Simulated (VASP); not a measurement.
Input of a VASP 6.6.1 run:

The input INCAR:

```
SYSTEM = Mo4C
PREC = Accurate ; ENCUT = 520
EDIFF = 1E-7 ; ISMEAR = 0
SIGMA = 0.1 ; LREAL = .FALSE.
LASPH = .TRUE. ; NELM = 60
ALGO = Normal ; ISIF = 2
LWAVE = .FALSE. ; LCHARG = .FALSE.
LDIPOL = .TRUE. ; IDIPOL = 3
DIPOL = 0.5 0.5 0.318 ; NBANDS = 38
```

The input KPOINTS:

```
Automatic mesh
0
G
  9 9 1
  0 0 0
```

File POSCAR:

```
Mo4C
1.0
    3.1111816891      0.0000000000      0.0000000000
    0.0000000000      3.1111816891      0.0000000000
    0.0000000000      0.0000000000     21.5098172784
Mo C
4 1
Direct
    0.5000000000      0.5000000000      0.1859615983
    0.0000000000      0.0000000000      0.2582816382
    0.5000000000      0.5000000000      0.3325055024
    0.0000000000      0.0000000000      0.3956248056
    0.5000000000      0.5000000000      0.4193349093
```

Potentials or basis: VASP PAW LDA potentials, release 64 (Mo_sv, C).

Command:

```sh
$ cat potpaw_LDA.64/Mo_sv/POTCAR potpaw_LDA.64/C/POTCAR > POTCAR
$ mpirun -np 1 vasp_std > vasp.out
```

Predict the largest force.

7.419 eV/Å.

What does it give for the band gap on the k mesh?

Zero (bands 30 and 31 overlap by 1.39 eV).

Forces in eV/Å, atoms in the order of the input:
```
Mo   0.000  0.000  1.592
Mo   0.000  0.000 -2.565
Mo   0.000  0.000 -7.419
Mo   0.000  0.000  6.222
C    0.000  0.000  2.170
```
